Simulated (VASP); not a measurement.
ScAlC2N2, 6 atoms in the cell. It takes space group C2/m (No. 12, monoclinic). The conventional cell has a = 7.712 Å, b = 3.056 Å, c = 5.509 Å, α = 90.00°, β = 100.25°, γ = 90.00°. Sc (site symmetry 2/m) has 6 N at 2.30 to 3.33 Å and 6 C at 2.33 to 3.00 Å and 2 Sc at 3.06 Å and 4 Al at 3.15 Å within 3.4 Å. Al (site symmetry 2/m) has 4 N at 2.05 Å and 2 C at 2.16 Å within 2.7 Å. Within 1.7 Å of C (site symmetry m) lie 1 N at 1.29 Å. N (site symmetry m) has 1 C at 1.29 Å within 1.7 Å. 

| Item | Value |
| --- | --- |
| Program | VASP 6.6.1 |
| Task | single point |
| Functional | PBE |
| Potentials or basis | VASP PAW PBE potentials, release 64 (Sc_sv, Al, C, N) |
| Cutoff | 520 eV |
| k mesh | 14 × 14 × 8 |
| Occupations | gaussian, width 0.1 eV |
| Spin | no spin polarisation |
| Dipole correction | no |
| Further INCAR settings | ALGO = Normal; EDIFF = 1e-07; NBANDS = 25 |

Potentials or basis: VASP PAW PBE potentials, release 64 (Sc_sv, Al, C, N).

The run is started by

```sh
$ cat potpaw_PBE.64/Sc_sv/POTCAR potpaw_PBE.64/Al/POTCAR potpaw_PBE.64/C/POTCAR potpaw_PBE.64/N/POTCAR > POTCAR
$ mpirun -np 1 vasp_std > vasp.out
```

Hardware: 1 thread of AMD EPYC 7R43 64-Core Processor (Zen 3), with other jobs on the host.

Question: How long does it take, and how much memory?

Answer: Run time: 18 min on 1 thread of AMD EPYC 7R43 64-Core Processor (Zen 3), on a shared host, peak memory 0.7 GiB. Counts: scf iterations 15, k points 429.
